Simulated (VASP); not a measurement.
# Sn (C2/c) in VASP: a series of runs, part 2 of 3

VASP 6.6.1. The steps go on from the part before.

### 3 Single point, PBE+D3(BJ)

This run uses another cell than the first one, of 27.28 Å³/atom.

The input, INCAR:

```
SYSTEM = Sn
ALGO     = Normal         ! electronic algorithm
EDIFF    = 1E-6           ! SCF threshold, eV
ENCUT    = 520            ! plane-wave cutoff, eV
GGA      = PE             ! functional
ISIF     = 2              ! what is computed and relaxed
ISMEAR   = -1             ! smearing method
ISYM     = 0            
IVDW     = 12             ! dispersion correction
LASPH    = .True.         ! aspherical terms in the spheres
LCHARG   = .True.         ! write CHGCAR
LELF     = .True.         ! ELF
LREAL    = .False.        ! projectors in reciprocal space
LVHAR    = .True.       
LWAVE    = .False.        ! write WAVECAR
NBANDS   = 21             ! bands
NELM     = 100            ! most SCF steps
PREC     = Accurate       ! precision mode
SIGMA    = 0.15           ! smearing width, eV
```

The input, KPOINTS:

```
k-points
0
Gamma
  9 9 6
  0 0 0
```

The input, POSCAR:

```
Sn
1.0
   -2.9315489667      2.9323498397      1.5948075296
    2.9323498397     -2.9315489667      1.5948075296
    2.9172123657      2.9172123657     -1.5933404295
Sn
2
Direct
   -0.0002263978      0.0002263978      0.0000000000
    0.7502263978      0.2497736022      0.5000000000
```

Potentials or basis: VASP PAW PBE potentials, release 64 (Sn_d).

Started as:

```sh
cat potpaw_PBE.64/Sn_d/POTCAR > POTCAR
mpirun -np 1 vasp_std > vasp.out
```

OUTCAR:

```text
SYSTEM = Sn
   EDIFF = 1E-6
   ENCUT = 520
   GGA = PE
   ISIF = 2
   ISMEAR = -1
   ISYM = 0
   IVDW = 12
   LASPH = .True.
   LREAL = .False.
   NELM = 100
   PREC = Accurate
 IVDW          = 12

 ion  position               nearest neighbor table
   1  1.000  0.000  0.000-   2 3.03   2 3.03   2 3.03   2 3.03
   2  0.750  0.250  0.500-   1 3.03   1 3.03   1 3.03   1 3.03

IMPORTANT INFORMATION: All symmetrisations will be switched off!
NOSYMM: (Re-)initialisation of all symmetry stuff for point group C_1.

----------------------------------------------------------------------------------------

                                     Primitive cell

  volume of cell :      54.5698

  direct lattice vectors                    reciprocal lattice vectors
    -2.931548967  2.932349840  1.594807530     0.000340174  0.170875177  0.313474466
     2.932349840 -2.931548967  1.594807530     0.170875177  0.000340174  0.313474466
     2.917212366  2.917212366 -1.593340429     0.171373002  0.171373002 -0.000086059

  length of vectors
     4.442529233  4.442529233  4.422554657     0.357021964  0.357021964  0.242358038

  position of ions in fractional coordinates (direct lattice)
     0.999773602  0.000226398  0.000000000
     0.750226398  0.249773602  0.500000000

  ion indices of the primitive-cell ions
   primitive index   ion index
                 1           1
                 2           2

----------------------------------------------------------------------------------------

 KPOINTS: k-points

Automatic generation of k-mesh.
 Grid dimensions read from file:
 generate k-points for:    9    9    6

 Generating k-lattice:

  Cartesian coordinates                     Fractional coordinates (reciprocal lattice)
     0.000037797  0.018986131  0.034830496     0.111111111 -0.000000000  0.000000000
     0.018986131  0.000037797  0.034830496    -0.000000000  0.111111111  0.000000000
     0.028562167  0.028562167 -0.000014343     0.000000000  0.000000000  0.166666667

  Length of vectors
     0.039669107  0.039669107  0.040393006

  Shift w.r.t. Gamma in fractional coordinates (k-lattice)
     0.000000000  0.000000000  0.000000000

 Subroutine IBZKPT returns following result:
 ===========================================

 Found    244 irreducible k-points:

 Following reciprocal coordinates:
            Coordinates               Weight
  0.000000  0.000000  0.000000      1.000000
  0.111111  0.000000  0.000000      2.000000
  0.000000 -0.111111 -0.000000      2.000000
  0.222222 -0.000000  0.000000      2.000000
  0.000000 -0.222222 -0.000000      2.000000
  0.333333  0.000000  0.000000      2.000000
[... 16 lines left out ...]
 -0.111111  0.111111  0.000000      2.000000
  0.222222  0.222222 -0.000000      2.000000
 [... further k-points ...]
   k-points           NKPTS =    244   k-points in BZ     NKDIM =    244   number of bands    NBANDS=     21
   number of dos      NEDOS =    301   number of ions     NIONS =      2
   total plane-waves  NPLWV =  46656
   dimension x,y,z NGX =    36 NGY =   36 NGZ =   36
   dimension x,y,z NGXF=    72 NGYF=   72 NGZF=   72
   ions per type =               2
   NGX,Y,Z   is equivalent  to a cutoff of  13.47, 13.47, 13.53 a.u.
   NGXF,Y,Z  is equivalent  to a cutoff of  26.94, 26.94, 27.07 a.u.
 SYSTEM =  Sn
   PREC   = accura    normal or accurate (medium, high low for compatibility)
   ISTART =      0    job   : 0-new  1-cont  2-samecut
   ICHARG =      2    charge: 1-file 2-atom 10-const
   ISPIN  =      1    spin polarized calculation?
   LNONCOLLINEAR =      F non collinear calculations
   LSORBIT =      F    spin-orbit coupling
   LASPH  =      T    aspherical Exc in radial PAW
   ENCUT  =  520.0 eV  38.22 Ry    6.18 a.u.   8.26  8.26  8.22*2*pi/ulx,y,z
   NELM   =    100;   NELMIN=  2; NELMDL= -5     # of ELM steps
   EDIFF  = 0.1E-05   stopping-criterion for ELM
   LREAL  =      F    real-space projection
   EDIFFG = 0.1E-04   stopping-criterion for IOM
   NSW    =      0    number of steps for IOM
   IBRION =     -1    ionic relax: 0-MD 1-quasi-New 2-CG
   NFREE  =      0    steps in history (QN), initial steepest desc. (CG)
   ISIF   =      2    stress and relaxation
   ISYM   =      0    0-nonsym 1-usesym 2-fastsym
   POTIM  = 0.5000    time-step for ionic-motion
   TEBEG  =    0.0;   TEEND  =   0.0 temperature during run
   PSTRESS=    0.0 pullay stress
   NELECT =      28.0000    total number of electrons
   NUPDOWN=      -1.0000    fix difference up-down
   EMIN   =  10.00;   EMAX   =-10.00  energy-range for DOS
   EFERMI =   0.00;   METHOD = LEGACY
   ISMEAR =    -1;   SIGMA  =   0.15  broadening in eV -4-tet -1-fermi 0-gaus
   EFERMI_NEDOS =   21; number of points for ismear=-14 and -15
   IALGO  =     38    algorithm
   IMIX   =      4    mixing-type and parameters
     AMIX     =   0.40;   BMIX     =  1.00
     AMIX_MAG =   1.60;   BMIX_MAG =  1.00
  volume/ion in A,a.u.               =      27.28       184.13
  Fermi-wavevector in a.u.,A,eV,Ry     =   1.310620  2.476712 23.371058  1.717724
  Thomas-Fermi vector in A             =   2.441138
   LORBIT       =      0    0 simple, 1 ext, 2 COOP (PROOUT), +10 PAW based schemes
   GGA     = PE    functional components
   LHFCALC =     F    Hartree Fock is set to
   AEXX    =    0.0000 exact exchange contribution
   IVDW    =    12    specifies the selected vdW correction
   LEPSILON=     F    determine dielectric tensor
   LRPA    =     F    only Hartree local field effects (RPA)
 non-spin polarized calculation
  energy-cutoff  :      520.00
  volume of cell :       54.57
 maximum number of plane-waves:      1484
 NGX is ok and might be reduce to    36
   NGX = 17   NGY = 17   NGZ = 17

 number of electron      27.9999997 magnetization

 Free energy of the ion-electron system (eV)
  ---------------------------------------------------
  ext. energy  EPLUGINS =         0.00000000
  ---------------------------------------------------
  free energy    TOTEN  =        -7.62403984 eV

  energy without entropy =       -7.55055424  energy(sigma->0) =       -7.58729704

 E-fermi :   7.9370     XC(G=0): -10.2800

 val. band max:        7.9355325796   @ k =  -0.2222  -0.2222   0.3333
 cond. band min:       7.9499076049   @ k =  -0.1111  -0.2222   0.1667
 fundamental gap:      0.0143750253
 Fermi energy:         7.9370056342

 k-point     1 :       0.0000    0.0000    0.0000
  band No.  band energies     occupation
      1     -13.7411      2.00000
      2     -13.6581      2.00000
      3     -13.6163      2.00000
      4     -13.6040      2.00000
      5     -13.4591      2.00000
      6     -13.4578      2.00000
[... 13 lines left out ...]
     20      17.7459      0.00000
     21      18.4082      0.00000

 k-point     2 :       0.1111    0.0000    0.0000
  band No.  band energies     occupation
      1     -13.7335      2.00000
      2     -13.6347      2.00000
      3     -13.6077      2.00000
      4     -13.5771      2.00000
      5     -13.4744      2.00000
      6     -13.4702      2.00000
[... 13 lines left out ...]
     20      16.8075      0.00000
     21      16.8960      0.00000

 k-point     3 :       0.0000   -0.1111   -0.0000
  band No.  band energies     occupation
      1     -13.7335      2.00000
      2     -13.6347      2.00000
      3     -13.6077      2.00000
      4     -13.5771      2.00000
      5     -13.4744      2.00000
      6     -13.4702      2.00000
[... 13 lines left out ...]
     20      16.8075      0.00000
     21      16.8960      0.00000
[... 457 lines left out ...]
 k-point    23 :      -0.1111    0.1111    0.0000
  band No.  band energies     occupation
      1     -13.7310      2.00000
      2     -13.6599      2.00000
      3     -13.6105      2.00000
      4     -13.6079      2.00000
      5     -13.4628      2.00000
      6     -13.4534      2.00000
[... 13 lines left out ...]
     20      18.2307      0.00000
     21      18.3980      0.00000

 k-point    24 :       0.2222    0.2222   -0.0000
  band No.  band energies     occupation
      1     -13.6866      2.00000
      2     -13.5866      2.00000
      3     -13.5480      2.00000
      4     -13.5416      2.00000
      5     -13.5259      2.00000
      6     -13.5009      2.00000
[... 13 lines left out ...]
     20      15.9866      0.00000
     21      16.0564      0.00000

 [... further k-points ...]

------------------------ aborting loop because EDIFF is reached ----------------------------------------

 Edisp (eV)   -0.77502

 E8    (eV) :    -0.3746

  FORCE on cell =-STRESS in cart. coord.  units (eV):
  Direction    XX          YY          ZZ          XY          YZ          ZX
  --------------------------------------------------------------------------------------
  -------------------------------------------------------------------------------------
  Total      -0.02216    -0.02216    -0.02619    -0.00042     0.00078     0.00078
  in kB      -0.65056    -0.65050    -0.76889    -0.01229     0.02283     0.02277
  external pressure =       -0.69 kB  Pullay stress =        0.00 kB

 VOLUME and BASIS-vectors are now :
 -----------------------------------------------------------------------------
  energy-cutoff  :      520.00
  volume of cell :       54.57
      direct lattice vectors                 reciprocal lattice vectors
    -2.931548967  2.932349840  1.594807530     0.000340174  0.170875177  0.313474466
     2.932349840 -2.931548967  1.594807530     0.170875177  0.000340174  0.313474466
     2.917212366  2.917212366 -1.593340429     0.171373002  0.171373002 -0.000086059

 POSITION                                       TOTAL-FORCE (eV/Angst)
 -----------------------------------------------------------------------------------
     -2.93022      2.93102      1.59481        -0.000361      0.000360      0.000000
     -0.00830      2.92631      0.79814         0.000361     -0.000360     -0.000000
 -----------------------------------------------------------------------------------
    total drift:                               -0.000009      0.000009      0.000001

  FREE ENERGIE OF THE ION-ELECTRON SYSTEM (eV)
  ---------------------------------------------------
  free  energy   TOTEN  =        -8.3990594514 eV

  energy  without entropy=       -8.3255738512  energy(sigma->0) =       -8.36231665
```

Run time: 89 s. Hardware: 1 thread of Intel Xeon 6975P-C (Granite Rapids), shared host; peak memory 0.37 GiB.

What came out:

```
Free energy                : -8.3991 eV
Pressure                   : -0.1 GPa
Band gap on the k mesh     : zero (bands 14 and 15 overlap by 4.37 eV)
Dispersion energy per atom : -0.388 eV
```

Caveat: spin-orbit coupling is left out, which moves the levels of the heavy elements.

(Part 2 of 3 ends here.)

The gap in the log of VASP goes by the Fermi energy; the results here count the filled bands.